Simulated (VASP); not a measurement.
The system is Si3S2.

```
Si S
1.0
     1.77756    1.02627    8.19088
    -1.77756    1.02627    8.19088
     0.00000   -2.05255    8.19088
Si S
3 2
Direct
  0.00000 0.00000 0.00000
  0.21170 0.21170 0.21170
  0.78830 0.78830 0.78830
  0.40080 0.40080 0.40080
  0.59920 0.59920 0.59920
```

The cell was built from a structure type or drawn by symmetry, and may not be a known phase.

```yaml
Program: VASP 6.6.1
Task: relaxation of cell and atoms
Functional: PBE
Potentials_or_basis: VASP PAW PBE potentials, release 64 (Si, S)
Cutoff: 600 eV
k_mesh: 6 × 6 × 6
Occupations: gaussian, width 0.1 eV
Spin: no spin polarisation
```

At the start: pressure -0.8 GPa; volume 17.93 Å³/atom.

Question: How do energy, volume and symmetry change on relaxing?

Answer: Over 19 steps the energy falls by 320.0 meV/atom and the volume is 18.47 Å³/atom (+3.0 %); space group R-3m (No. 166, to 0.1 Å) before and after.

Step by step:
```tsv
step	energy change (eV)	largest force (eV/Å)	pressure (GPa)	volume (Å³)
1	0.0000	2.0173	-0.80	89.65
2	-0.4085	1.4124	-2.61	88.48
3	-0.7594	0.7018	-4.29	86.76
4	-0.9756	1.7101	0.94	83.20
5	-0.9649	1.1904	-3.10	84.69
6	-0.9976	1.4756	-1.97	84.12
7	-1.2848	0.8866	5.56	80.55
8	-1.2851	0.8427	5.96	80.41
9	-1.4561	0.3591	2.77	85.27
10	-1.4593	0.4306	3.10	84.69
11	-1.5038	0.3590	-1.63	88.72
12	-1.5085	0.2710	-0.62	87.76
13	-1.5338	0.3078	-0.27	87.85
14	-1.5559	0.3513	0.48	87.94
15	-1.5786	0.1786	0.93	88.78
16	-1.5890	0.0890	1.52	89.68
17	-1.5974	0.1182	-0.75	93.05
18	-1.5989	0.0598	-0.13	92.06
19	-1.5999	0.0240	-0.11	92.37
```

Final structure:
```cif
data_structure
_symmetry_space_group_name_H-M 'P 1'
_symmetry_Int_Tables_number 1
_cell_length_a 9.1795
_cell_length_b 9.1795
_cell_length_c 9.1795
_cell_angle_alpha 21.663
_cell_angle_beta 21.663
_cell_angle_gamma 21.663
_cell_volume 92.37
loop_
_atom_site_label
_atom_site_type_symbol
_atom_site_fract_x
_atom_site_fract_y
_atom_site_fract_z
_atom_site_occupancy
Si1 Si 0.00000 0.00000 0.00000 1
Si2 Si 0.18799 0.18799 0.18799 1
Si3 Si 0.81201 0.81201 0.81201 1
S1 S 0.38197 0.38197 0.38197 1
S2 S 0.61803 0.61803 0.61803 1
```
